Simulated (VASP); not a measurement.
# NaH (F-43m) in VASP: further runs

NaH is run at these levels: r2SCAN, HSE06, PBE0, r2SCANh; tasks: relaxation of cell and atoms, single point.

Everything below comes from runs of VASP 6.6.1. Logs are shortened: lines on timing, memory, paths and dates and some standing lists are left out, and cuts for length are marked.

## Step 1: The cell of the first run

Symmetry: F-43m, No. 216, cubic system. The conventional cell has a = 5.219 Å, b = 5.219 Å, c = 5.219 Å, α = 90.00°, β = 90.00°, γ = 90.00°. Within 3.0 Å of Na (site symmetry -43m) lie 4 H at 2.26 Å. H (site symmetry -43m) has 4 Na at 2.26 Å within 3.0 Å.

## Step 2: Relaxation of cell and atoms, r2SCAN

Input file POSCAR:

```
NaH
1.0
    0.0000000000      2.6096546508      2.6096546508
    2.6096546508      0.0000000000      2.6096546508
    2.6096546508      2.6096546508      0.0000000000
Na H
1 1
Direct
    0.0000000000      0.0000000000      0.0000000000
    0.2500000000      0.2500000000      0.2500000000
```

Input file INCAR.step1:

```
SYSTEM = NaH
PREC     = Accurate       ! precision mode
ENCUT    = 600            ! plane-wave cutoff, eV
ISMEAR   = -1             ! smearing method
SIGMA    = 0.02           ! smearing width, eV
LREAL    = .False.        ! projectors in reciprocal space
LASPH    = .True.         ! aspherical terms in the spheres
NELM     = 60             ! most SCF steps
GGA      = PE             ! functional
ALGO     = Normal         ! electronic algorithm
EDIFF    = 1E-4           ! SCF threshold, eV
LWAVE    = .True.         ! write WAVECAR
LCHARG   = .False.        ! write CHGCAR
```

Input file INCAR.step2:

```
SYSTEM = NaH
PREC     = Accurate       ! precision mode
ENCUT    = 600            ! plane-wave cutoff, eV
EDIFF    = 1E-7           ! SCF threshold, eV
ISMEAR   = -1             ! smearing method
SIGMA    = 0.02           ! smearing width, eV
LREAL    = .False.        ! projectors in reciprocal space
LASPH    = .True.         ! aspherical terms in the spheres
NELM     = 60             ! most SCF steps
ALGO     = Normal         ! electronic algorithm
ISIF     = 3              ! what is computed and relaxed
LWAVE    = .False.        ! write WAVECAR
LCHARG   = .False.        ! write CHGCAR
METAGGA  = R2SCAN         ! meta-GGA
LMIXTAU  = .True.       
IBRION   = 2              ! ionic algorithm
NSW      = 80             ! ionic steps
EDIFFG   = -0.005         ! ionic threshold
ISTART   = 1
```

Input file KPOINTS:

```
Automatic mesh
0
Gamma
  8 8 8
  0 0 0
```

Potentials or basis: VASP PAW PBE potentials, release 64 (Na_pv, H).

Launch:

```bash
cat potpaw_PBE.64/Na_pv/POTCAR potpaw_PBE.64/H/POTCAR > POTCAR
cp INCAR.step1 INCAR
mpirun -np 1 vasp_std > vasp.out
cp INCAR.step2 INCAR
mpirun -np 1 vasp_std > vasp.out
```

OUTCAR:

```text
SYSTEM = NaH
   PREC = Accurate
   ENCUT = 600
   EDIFF = 1E-7
   ISMEAR = -1
   LREAL = .False.
   LASPH = .True.
   NELM = 60
   ISIF = 3
   METAGGA = R2SCAN
   IBRION = 2
   NSW = 80
   EDIFFG = -0.005
   ISTART = 1

 ion  position               nearest neighbor table
   1  0.000  0.000  0.000-
   2  0.250  0.250  0.250-

  LATTYP: Found a face centered cubic cell.
 ALAT       =     5.2193093016

  Lattice vectors:

 A1 = (   0.0000000000,   2.6096546508,   2.6096546508)
 A2 = (   2.6096546508,   0.0000000000,   2.6096546508)
 A3 = (   2.6096546508,   2.6096546508,   0.0000000000)

Analysis of symmetry for initial positions (statically):
=====================================================================
 Subroutine PRICEL returns:
 Original cell was already a primitive cell.

 Routine SETGRP: Setting up the symmetry group for a
 face centered cubic supercell.

 Subroutine GETGRP returns: Found 24 space group operations
 (whereof 24 operations were pure point group operations)
 out of a pool of 48 trial point group operations.

The static configuration has the point symmetry T_d .

Analysis of symmetry for dynamics (positions and initial velocities):
=====================================================================
 Subroutine PRICEL returns:
 Original cell was already a primitive cell.

 Routine SETGRP: Setting up the symmetry group for a
 face centered cubic supercell.

 Subroutine GETGRP returns: Found 24 space group operations
 (whereof 24 operations were pure point group operations)
 out of a pool of 48 trial point group operations.

The dynamic configuration has the point symmetry T_d .

 Subroutine INISYM returns: Found 24 space group operations
 (whereof 24 operations are pure point group operations),
 and found     1 'primitive' translations

----------------------------------------------------------------------------------------

                                     Primitive cell

  volume of cell :      35.5450

  direct lattice vectors                    reciprocal lattice vectors
     0.000000000  2.609654651  2.609654651    -0.191596233  0.191596233  0.191596233
     2.609654651  0.000000000  2.609654651     0.191596233 -0.191596233  0.191596233
     2.609654651  2.609654651  0.000000000     0.191596233  0.191596233 -0.191596233

  length of vectors
     3.690609000  3.690609000  3.690609000     0.331854410  0.331854410  0.331854410

  position of ions in fractional coordinates (direct lattice)
     0.000000000  0.000000000  0.000000000
     0.250000000  0.250000000  0.250000000

  ion indices of the primitive-cell ions
   primitive index   ion index
                 1           1
                 2           2

----------------------------------------------------------------------------------------

 KPOINTS: Automatic mesh

Automatic generation of k-mesh.
 Grid dimensions read from file:
 generate k-points for:    8    8    8

 Generating k-lattice:

  Cartesian coordinates                     Fractional coordinates (reciprocal lattice)
    -0.023949529  0.023949529  0.023949529     0.125000000  0.000000000  0.000000000
     0.023949529 -0.023949529  0.023949529     0.000000000  0.125000000  0.000000000
     0.023949529  0.023949529 -0.023949529     0.000000000  0.000000000  0.125000000

  Length of vectors
     0.041481801  0.041481801  0.041481801

  Shift w.r.t. Gamma in fractional coordinates (k-lattice)
     0.000000000  0.000000000  0.000000000

 Subroutine IBZKPT returns following result:
 ===========================================

 Found     29 irreducible k-points:

 Following reciprocal coordinates:
            Coordinates               Weight
  0.000000  0.000000  0.000000      1.000000
  0.125000  0.000000  0.000000      8.000000
  0.250000  0.000000  0.000000      8.000000
  0.375000  0.000000  0.000000      8.000000
  0.500000  0.000000  0.000000      4.000000
  0.125000  0.125000  0.000000      6.000000
[... 16 lines left out ...]
  0.500000  0.250000  0.125000     48.000000
 -0.375000  0.250000  0.125000     24.000000
 [... further k-points ...]
   k-points           NKPTS =     29   k-points in BZ     NKDIM =     29   number of bands    NBANDS=      8
   number of dos      NEDOS =    301   number of ions     NIONS =      2
   total plane-waves  NPLWV =  27000
   dimension x,y,z NGX =    30 NGY =   30 NGZ =   30
   dimension x,y,z NGXF=    60 NGYF=   60 NGZF=   60
   ions per type =               1   1
   NGX,Y,Z   is equivalent  to a cutoff of  13.51, 13.51, 13.51 a.u.
   NGXF,Y,Z  is equivalent  to a cutoff of  27.03, 27.03, 27.03 a.u.
 SYSTEM =  NaH
   PREC   = accura    normal or accurate (medium, high low for compatibility)
   ISTART =      1    job   : 0-new  1-cont  2-samecut
   ICHARG =      0    charge: 1-file 2-atom 10-const
   ISPIN  =      1    spin polarized calculation?
   LNONCOLLINEAR =      F non collinear calculations
   LSORBIT =      F    spin-orbit coupling
   LASPH  =      T    aspherical Exc in radial PAW
   ENCUT  =  600.0 eV  44.10 Ry    6.64 a.u.   7.37  7.37  7.37*2*pi/ulx,y,z
   NELM   =     60;   NELMIN=  2; NELMDL=  0     # of ELM steps
   EDIFF  = 0.1E-06   stopping-criterion for ELM
   LREAL  =      F    real-space projection
   EDIFFG = -.5E-02   stopping-criterion for IOM
   NSW    =     80    number of steps for IOM
   IBRION =      2    ionic relax: 0-MD 1-quasi-New 2-CG
   NFREE  =      1    steps in history (QN), initial steepest desc. (CG)
   ISIF   =      3    stress and relaxation
   ISYM   =      2    0-nonsym 1-usesym 2-fastsym
   POTIM  = 0.5000    time-step for ionic-motion
   TEBEG  =    0.0;   TEEND  =   0.0 temperature during run
   PSTRESS=    0.0 pullay stress
   NELECT =       8.0000    total number of electrons
   NUPDOWN=      -1.0000    fix difference up-down
   EMIN   =  10.00;   EMAX   =-10.00  energy-range for DOS
   EFERMI =   0.00;   METHOD = LEGACY
   ISMEAR =    -1;   SIGMA  =   0.02  broadening in eV -4-tet -1-fermi 0-gaus
   EFERMI_NEDOS =   21; number of points for ismear=-14 and -15
   IALGO  =     38    algorithm
   IMIX   =      4    mixing-type and parameters
     AMIX     =   0.40;   BMIX     =  1.00
     AMIX_MAG =   1.60;   BMIX_MAG =  1.00
  volume/ion in A,a.u.               =      17.77       119.93
  Fermi-wavevector in a.u.,A,eV,Ry     =   0.995815  1.881817 13.492171  0.991647
  Thomas-Fermi vector in A             =   2.127860
   LORBIT       =      0    0 simple, 1 ext, 2 COOP (PROOUT), +10 PAW based schemes
   METAGGA = R2SCAN    functional components
   LHFCALC =     F    Hartree Fock is set to
   AEXX    =    0.0000 exact exchange contribution
   IVDW    =     0    specifies the selected vdW correction
   LEPSILON=     F    determine dielectric tensor
   LRPA    =     F    only Hartree local field effects (RPA)
 conjugate gradient relaxation of ions
 non-spin polarized calculation
  energy-cutoff  :      600.00
  volume of cell :       35.55
 maximum number of plane-waves:      1243
 NGX is ok and might be reduce to    30
   NGX = 15   NGY = 15   NGZ = 15

--------------------------------------- Ionic step        1  -------------------------------------------

 number of electron       8.0000007 magnetization

 Free energy of the ion-electron system (eV)
  ---------------------------------------------------
  ext. energy  EPLUGINS =         0.00000000
  ---------------------------------------------------
  free energy    TOTEN  =        -7.45984143 eV

  energy without entropy =       -7.45984143  energy(sigma->0) =       -7.45984143

------------------------ aborting loop because EDIFF is reached ----------------------------------------

  FORCE on cell =-STRESS in cart. coord.  units (eV):
  Direction    XX          YY          ZZ          XY          YZ          ZX
  --------------------------------------------------------------------------------------
  -------------------------------------------------------------------------------------
  Total       -0.0716502     -0.0716502     -0.0716502      0.0000000      0.0000000      0.0000000
  in kB       -3.2296027     -3.2296027     -3.2296027      0.0000000      0.0000000      0.0000000
  external PRESSURE =      -3.2296027 kB  Pullay stress =       0.0000000 kB
[... 57 lines left out ...]
  energy  without entropy=       -7.4602298071  energy(sigma->0) =       -7.46022981

--------------------------------------- Ionic step        3  -------------------------------------------

 number of electron       8.0000001 magnetization

 Free energy of the ion-electron system (eV)
  ---------------------------------------------------
  ext. energy  EPLUGINS =         0.00000000
  ---------------------------------------------------
  free energy    TOTEN  =        -7.46074225 eV

  energy without entropy =       -7.46074225  energy(sigma->0) =       -7.46074225

 E-fermi :  -1.7661     XC(G=0):  -7.2233

 val. band max:       -2.2031213738   @ k =  -0.2500   0.5000   0.2500
 cond. band min:       1.8512442337   @ k =   0.5000   0.0000   0.0000
 fundamental gap:      4.0543656075
 Fermi energy:        -1.7661030031

 k-point     1 :       0.0000    0.0000    0.0000
  band No.  band energies     occupation
      1     -24.9750      2.00000
      2     -24.9746      2.00000
      3     -24.9746      2.00000
      4      -5.0071      2.00000
      5       6.6620      0.00000
      6      11.6294      0.00000
      7      11.6294      0.00000
      8      11.6294      0.00000
[... 243 lines left out ...]
 k-point    24 :      -0.3750    0.2500    0.1250
  band No.  band energies     occupation
      1     -25.0151      2.00000
      2     -24.9931      2.00000
      3     -24.9845      2.00000
      4      -2.5817      2.00000
      5       2.5201      0.00000
      6       6.3700      0.00000
      7       8.2627      0.00000
      8      12.0335      0.00000

 [... further k-points ...]

------------------------ aborting loop because EDIFF is reached ----------------------------------------

  FORCE on cell =-STRESS in cart. coord.  units (eV):
  Direction    XX          YY          ZZ          XY          YZ          ZX
  --------------------------------------------------------------------------------------
  -------------------------------------------------------------------------------------
  Total       -0.0029845     -0.0029845     -0.0029845      0.0000000     -0.0000000      0.0000000
  in kB       -0.1369612     -0.1369612     -0.1369612      0.0000000     -0.0000000      0.0000000
  external PRESSURE =      -0.1369612 kB  Pullay stress =       0.0000000 kB
[... 17 lines left out ...]
  FREE ENERGIE OF THE ION-ELECTRON SYSTEM (eV)
  ---------------------------------------------------
  free  energy   TOTEN  =        -7.4607422482 eV

  energy  without entropy=       -7.4607422482  energy(sigma->0) =       -7.46074225

 reached required accuracy - stopping structural energy minimisation
```

Wall time 2.6 min (1 thread of Intel Xeon Platinum 8259CL at 2.50GHz (Skylake/Cascade Lake), shared host); peak memory 0.17 GiB.

What came out:

```yaml
Free_energy: -7.4607 eV
Relaxed_volume: 17.46 Å³/atom
Relaxed_cell: a = 3.669 Å, b = 3.669 Å, c = 3.669 Å, α = 60.00°, β = 60.00°, γ = 60.00°
Space_group_after_relaxing_to_0.05_Å: F-43m (No. 216)
Energy_gained_by_relaxing: 0.5 meV/atom
Ionic_steps: 3
Pressure_after_relaxing: 0.0 GPa
Band_gap_on_the_k_mesh: 4.05 eV, indirect (least direct gap 4.75 eV)
```

The path:
| step | energy change (eV) | largest force (eV/Å) | pressure (GPa) | volume (Å³) |
| --- | --- | --- | --- | --- |
| 1 | 0.0000 | 0.0000 | -0.32 | 35.55 |
| 2 | -0.0004 | 0.0000 | -0.23 | 35.36 |
| 3 | -0.0009 | 0.0000 | -0.01 | 34.91 |

Final structure:
```
CELL_PARAMETERS angstrom
0.00000 2.59408 2.59408
2.59408 0.00000 2.59408
2.59408 2.59408 0.00000
ATOMIC_POSITIONS crystal
Na 0.00000 0.00000 0.00000
H 0.25000 0.25000 0.25000
```

Caveat: the PAW data sets were made with another functional, which shifts forces and pressure a little.

## Step 3: Single point, HSE06

This run uses another cell than the first one, of 17.51 Å³/atom, 0.985 times its volume.

Input file POSCAR:

```
NaH
1.0
    0.0000000000      2.5969210608      2.5969210608
    2.5969210608      0.0000000000      2.5969210608
    2.5969210608      2.5969210608      0.0000000000
Na H
1 1
Direct
    0.0000000000      0.0000000000      0.0000000000
    0.2500000000      0.2500000000      0.2500000000
```

Input file INCAR.step1:

```
SYSTEM = NaH
PREC = Accurate ; ENCUT = 520
EDIFF = 1E-5 ; ISMEAR = 0
SIGMA = 0.01 ; LREAL = .False.
LASPH = .True. ; NELM = 60
ALGO = Normal ; ISIF = 2
LWAVE = .True. ; LCHARG = .False.
NBANDS = 11 ; GGA = PE
```

Input file INCAR.step2:

```
SYSTEM = NaH
PREC = Accurate ; ENCUT = 520
EDIFF = 1E-6 ; ISMEAR = 0
SIGMA = 0.01 ; LREAL = .False.
LASPH = .True. ; NELM = 60
ALGO = Normal ; ISIF = 2
LWAVE = .False. ; LCHARG = .False.
GGA = PE ; LHFCALC = .True.
HFSCREEN = 0.2079 ; PRECFOCK = Normal
NBANDS = 11 ; ISTART = 1
```

Input file KPOINTS:

```
Automatic mesh
0
Gamma
  6 6 6
  0 0 0
```

Potentials or basis: VASP PAW PBE potentials, release 64 (Na_pv, H).

Launch:

```bash
cat potpaw_PBE.64/Na_pv/POTCAR potpaw_PBE.64/H/POTCAR > POTCAR
cp INCAR.step1 INCAR
mpirun -np 1 vasp_std > vasp.out
cp INCAR.step2 INCAR
mpirun -np 1 vasp_std > vasp.out
```

OUTCAR:

```text
SYSTEM = NaH
   PREC = Accurate
   ENCUT = 520
   EDIFF = 1E-6
   ISMEAR = 0
   LREAL = .False.
   LASPH = .True.
   NELM = 60
   ISIF = 2
   GGA = PE
   LHFCALC = .True.
   HFSCREEN = 0.2079
   PRECFOCK = Normal
   ISTART = 1

 ion  position               nearest neighbor table
   1  0.000  0.000  0.000-
   2  0.250  0.250  0.250-

  LATTYP: Found a face centered cubic cell.
 ALAT       =     5.1938421216

  Lattice vectors:

 A1 = (   0.0000000000,   2.5969210608,   2.5969210608)
 A2 = (   2.5969210608,   0.0000000000,   2.5969210608)
 A3 = (   2.5969210608,   2.5969210608,   0.0000000000)

Analysis of symmetry for initial positions (statically):
=====================================================================
 Subroutine PRICEL returns:
 Original cell was already a primitive cell.

 Routine SETGRP: Setting up the symmetry group for a
 face centered cubic supercell.

 Subroutine GETGRP returns: Found 24 space group operations
 (whereof 24 operations were pure point group operations)
 out of a pool of 48 trial point group operations.

[... 167 lines left out ...]

 k-point     1 :       0.0000    0.0000    0.0000
  band No.  band energies     occupation
      1     -26.8963      2.00000
      2     -26.8963      2.00000
      3     -26.8963      2.00000
      4      -5.7031      2.00000
      5       6.8933      0.00000
      6      12.0883      0.00000
      7      12.0883      0.00000
      8      12.0884      0.00000
      9      14.7613      0.00000
     10      14.7613      0.00000
     11      14.7613      0.00000
[... 197 lines left out ...]
 k-point    16 :      -0.3333    0.5000    0.1667
  band No.  band energies     occupation
      1     -26.9329      2.00000
      2     -26.9176      2.00000
      3     -26.9112      2.00000
      4      -2.6604      2.00000
      5       3.9981      0.00000
      6       4.7875      0.00000
      7       6.4678      0.00000
      8      11.1002      0.00000
      9      14.0394      0.00000
     10      16.0705      0.00000
     11      18.8916      0.00000

------------------------ aborting loop because EDIFF is reached ----------------------------------------

  FORCE on cell =-STRESS in cart. coord.  units (eV):
  Direction    XX          YY          ZZ          XY          YZ          ZX
  --------------------------------------------------------------------------------------
  -------------------------------------------------------------------------------------
  Total        0.0111787      0.0111787      0.0111787      0.0000000     -0.0000000     -0.0000000
  in kB        0.5113231      0.5113231      0.5113231      0.0000000     -0.0000000     -0.0000000
  external PRESSURE =       0.5113231 kB  Pullay stress =       0.0000000 kB

 VOLUME and BASIS-vectors are now :
 -----------------------------------------------------------------------------
  energy-cutoff  :      520.00
  volume of cell :       35.03
      direct lattice vectors                 reciprocal lattice vectors
     0.000000000  2.596921061  2.596921061    -0.192535694  0.192535694  0.192535694
     2.596921061  0.000000000  2.596921061     0.192535694 -0.192535694  0.192535694
     2.596921061  2.596921061  0.000000000     0.192535694  0.192535694 -0.192535694

 POSITION                                       TOTAL-FORCE (eV/Angst)
 -----------------------------------------------------------------------------------
      0.00000      0.00000      0.00000         0.000000      0.000000      0.000000
      1.29846      1.29846      1.29846        -0.000000     -0.000000     -0.000000
 -----------------------------------------------------------------------------------
    total drift:                                0.000003     -0.000001      0.000001

  FREE ENERGIE OF THE ION-ELECTRON SYSTEM (eV)
  ---------------------------------------------------
  free  energy   TOTEN  =        -5.6539684946 eV

  energy  without entropy=       -5.6539684946  energy(sigma->0) =       -5.65396849
```

OUTCAR.step1:

```text
SYSTEM = NaH
   PREC = Accurate
   ENCUT = 520
   EDIFF = 1E-5
   ISMEAR = 0
   LREAL = .False.
   LASPH = .True.
[... 434 lines left out ...]
      0.00000      0.00000      0.00000        -0.000000      0.000000      0.000000
      1.29846      1.29846      1.29846         0.000000     -0.000000     -0.000000
 -----------------------------------------------------------------------------------
    total drift:                                0.000001      0.000001      0.000001

  FREE ENERGIE OF THE ION-ELECTRON SYSTEM (eV)
  ---------------------------------------------------
  free  energy   TOTEN  =        -4.9899366314 eV

  energy  without entropy=       -4.9899366314  energy(sigma->0) =       -4.98993663
```

It took 9.9 min on 1 thread of Intel Xeon Platinum 8259CL at 2.50GHz (Skylake/Cascade Lake), shared host; peak memory 0.26 GiB.

Results:

| Quantity | Value |
| --- | --- |
| Free energy | -5.6540 eV |
| Pressure | 0.1 GPa |
| Band gap on the k mesh | 4.63 eV, indirect (least direct gap 5.37 eV) |

Caveat: the PAW data sets were made with another functional, which shifts forces and pressure a little.

[end of part 1 of 2]
